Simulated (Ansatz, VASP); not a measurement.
Two plane-wave programs on CdTe

```
Cd Te
1.0
     4.31498    0.00000    0.00000
    -2.15749    3.73689    0.00000
     0.00000    0.00000    7.07054
Cd Te
2 2
Direct
  0.00000 0.00000 0.00000
  0.00000 0.00000 0.50000
  0.33333 0.66667 0.25000
  0.66667 0.33333 0.75000
```

Alike in both runs: task single point; functional PBE; k mesh 6 × 6 × 4; occupations fermi-dirac, width 0.02 eV; no spin polarisation.

```csv
,VASP,Ansatz
version,VASP 6.6.1,Ansatz 0.2.0
potentials or method,"VASP PAW PBE potentials, release 64 (Cd, Te)","plane waves, PAW"
plane-wave cutoff (eV),520,420
valence electrons in the cell,36,72
```

|  | VASP | Ansatz | Ansatz less VASP |
| --- | --- | --- | --- |
| pressure (GPa) | 1.3 | 1.1 | -0.18 |
| traceless stress, the component that is largest in VASP (GPa) | -0.10 | -0.10 | +0.003 |

The functional is the same, so the differences come from potentials, cutoffs and numerics. VASP's potentials hold 36 valence electrons a cell and Ansatz's 72, so a difference there can come from the potentials and not from the codes.

Neither program's run includes spin-orbit coupling.
